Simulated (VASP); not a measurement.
Here is a VASP 6.6.1 calculation.

Contents of POSCAR:

```
SnSe
1.0
   -4.2853274191      0.0000000000      0.0000000000
    0.0000000000     -4.2853274191      0.0000000000
    0.0000000000      0.0000000000     11.7406921300
Sn Se
2 2
Direct
    0.5000000000      0.0000000000      0.3484509690
    0.0000000000      0.5000000000      0.5876686403
    0.5000000000      0.0000000000      0.5766866467
    0.0000000000      0.5000000000      0.3594329626
```

File INCAR.step1:

```
SYSTEM = SnSe
  ALGO = Normal
  EDIFF = 1E-4
  ENCUT = 520
  GGA = PE
  ISMEAR = 0
  LASPH = .TRUE.
  LCHARG = .FALSE.
  LREAL = .FALSE.
  LWAVE = .TRUE.
  NBANDS = 28
  NELM = 100
  PREC = Accurate
  SIGMA = 0.05
```

Contents of INCAR.step2:

```
SYSTEM = SnSe
  ALGO = Normal
  EDIFF = 1E-7
  ENCUT = 520
  ISIF = 2
  ISMEAR = 0
  ISTART = 1
  LASPH = .TRUE.
  LCHARG = .TRUE.
  LELF = .TRUE.
  LMIXTAU = .TRUE.
  LREAL = .FALSE.
  LVHAR = .TRUE.
  LWAVE = .FALSE.
  METAGGA = R2SCAN
  NBANDS = 28
  NELM = 100
  PREC = Accurate
  SIGMA = 0.05
```

The input KPOINTS:

```
k-points
0
G
  6 6 3
  0 0 0
```

Potentials or basis: VASP PAW PBE potentials, release 64 (Sn_d, Se).

Command:

```bash
$ cat potpaw_PBE.64/Sn_d/POTCAR potpaw_PBE.64/Se/POTCAR > POTCAR
$ cp INCAR.step1 INCAR
$ mpirun -np 1 vasp_std > vasp.out
$ cp INCAR.step2 INCAR
$ mpirun -np 1 vasp_std > vasp.out
```

(1) Estimate the band gap on the k mesh.

(2) What does it give for the largest force?

## Answers

(1) 1.77 eV.

(2) 0.016 eV/Å.

Caveat: the cell differs from its parent crystal (the distance across one plane changed); there is no dipole correction, which matters where the two faces differ; the PAW data sets were made with another functional, which shifts forces and pressure a little; spin-orbit coupling is left out, which moves the levels of the heavy elements.
